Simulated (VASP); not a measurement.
Set up this calculation in VASP 6.6.1, as the native input.

- Task: single point
- Functional: PBE
- Potentials or basis: VASP PAW PBE potentials, release 64 (F)
- Cutoff: 600 eV
- k mesh: 18 × 18 × 18
- Occupations: fermi-dirac, width 0.08 eV
- Spin: no spin polarisation
- Dipole correction: no
- Further INCAR settings: ALGO = Normal; EDIFF = 1e-06; NBANDS = 10

The structure of F lies in POSCAR:

```
F
1.0
   -1.0294772991      1.0294772991      1.0294772991
    1.0294772991     -1.0294772991      1.0294772991
    1.0294772991      1.0294772991     -1.0294772991
F
1
Direct
    0.0000000000      0.0000000000      0.0000000000
```

This cell differs from its parent crystal: volume scaled by 0.43.

The input as run:

INCAR

```
ALGO = Normal
EDIFF = 1E-6
ENCUT = 600
GGA = PE
GGA_COMPAT = F
ISIF = 2
ISMEAR = -1
LASPH = T
LCHARG = F
LREAL = F
LWAVE = F
NBANDS = 10
NELM = 120
PREC = Accurate
SIGMA = 0.08
```

KPOINTS

```
k-points
0
Gamma
  18 18 18
```

Potentials or basis: VASP PAW PBE potentials, release 64 (F).

Launch:

```bash
$ cat potpaw_PBE.64/F/POTCAR > POTCAR
$ mpirun -np 1 vasp_std > vasp.out
```

Results of the run:

```yaml
Pressure: 380.4 GPa
```

Caveat: an odd number of electrons without spin polarisation forces a metal; a magnetic or distorted state may lie lower.

It took 9 s on 1 thread of Intel Xeon 8259CL, with other jobs on the host, peak memory 0.11 GiB.
